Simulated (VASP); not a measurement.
Wanted: the native input for a VASP 6.6.1 run.

| Item | Value |
| --- | --- |
| Task | single point |
| Functional | PBE |
| Potentials or basis | VASP PAW PBE potentials, release 64 (Ga_d, Sb) |
| Cutoff | 520 eV |
| k mesh | 14 × 14 × 14 |
| Occupations | gaussian, width 0.15 eV |
| Spin | no spin polarisation |
| Dipole correction | no |
| Further INCAR settings | ALGO = Normal; EDIFF = 1e-06; NBANDS = 16 |

The structure of GaSb lies in POSCAR:

```
GaSb
1.0
    0.0000000000      3.0284100000      3.0590000000
    3.0590000000      0.0000000000      3.0590000000
    3.0590000000      3.0284100000      0.0000000000
Ga Sb
1 1
Direct
    0.0000000000      0.0000000000      0.0000000000
    0.7500000000      0.7500000000      0.7500000000
```

This cell differs from its parent crystal: strain -0.0100 x Voigt [0, 1, 0, 0, 0, 0].

One way to write it, as run:

INCAR

```
  ALGO = Normal
  EDIFF = 1E-6
  ENCUT = 520
  GGA = PE
  ISIF = 2
  ISMEAR = 0
  LASPH = T
  LCHARG = F
  LREAL = F
  LWAVE = F
  NBANDS = 16
  NELM = 100
  PREC = Accurate
  SIGMA = 0.15
```

KPOINTS

```
k-points
0
Gamma
  14 14 14
```

Potentials or basis: VASP PAW PBE potentials, release 64 (Ga_d, Sb).

Run with:

```sh
$ cat potpaw_PBE.64/Ga_d/POTCAR potpaw_PBE.64/Sb/POTCAR > POTCAR
$ mpirun -np 1 vasp_std > vasp.out
```

Results of the run:

```yaml
Pressure: 3.0 GPa
```

Caveat: the cell differs from its parent crystal (strain -0.0100 x Voigt [0, 1, 0, 0, 0, 0]).

Run time: 50 s on 1 thread of Intel(R) Xeon(R) 6975P-C (Granite Rapids), with other jobs on the host, peak memory 0.35 GiB.
